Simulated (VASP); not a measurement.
Here is a VASP 6.6.1 calculation.

File INCAR:

```
ALGO = Normal ; EDIFF = 1E-6
ENCUT = 520 ; GGA = PE
GGA_COMPAT = F ; ISIF = 2
ISMEAR = 1 ; LASPH = T
LCHARG = F ; LREAL = F
LWAVE = F ; NBANDS = 18
NELM = 120 ; PREC = Accurate
SIGMA = 0.05
```

File KPOINTS:

```
k-points
0
Gamma
  2 2 2
```

The input POSCAR:

```
Be
1.0
    4.3360000000      0.0000000000      0.0000000000
    0.0000000000      3.7550000000      0.0000000000
    0.0000000000      0.0000000000      3.4160000000
Be
8
Direct
    0.3875200646      0.6407299601      0.7328594848
    0.1329195111      0.1937808256      0.6985936768
    0.1230027675      0.7919059920      0.3134165691
    0.3474956181      0.3073280959      0.2600570843
    0.8801582103      0.6972556591      0.7687406323
    0.6121639760      0.1752282290      0.7039417447
    0.6316392989      0.8381398136      0.2563056206
    0.8851003229      0.3556314248      0.2660851874
```

Potentials or basis: VASP PAW PBE potentials, release 64 (Be).

Command:

```sh
$ cat potpaw_PBE.64/Be/POTCAR > POTCAR
$ mpirun -np 1 vasp_std > vasp.out
```

Problem. What does it give for the band gap on the k mesh?

Solution. Zero (bands 8 and 9 overlap by 0.26 eV).

Problem. Estimate the largest force.

Solution. 3.215 eV/Å.

Problem. Estimate the pressure.

Solution. 29.0 GPa.

Forces in eV/Å, atoms in the order of the input:
```
Be   0.022  0.554  1.802
Be  -0.895 -1.003  2.730
Be   0.233  1.487 -2.357
Be   1.509  1.001 -2.657
Be  -0.168 -0.993  1.108
Be   0.634 -0.749  2.298
Be  -0.125 -0.011 -1.021
Be  -1.210 -0.286 -1.904
```

Caveat: the k points lie up to 0.92 Å⁻¹ apart; forces of over 1 eV/Å act on the atoms, so gaps and moduli don't describe the material at rest.
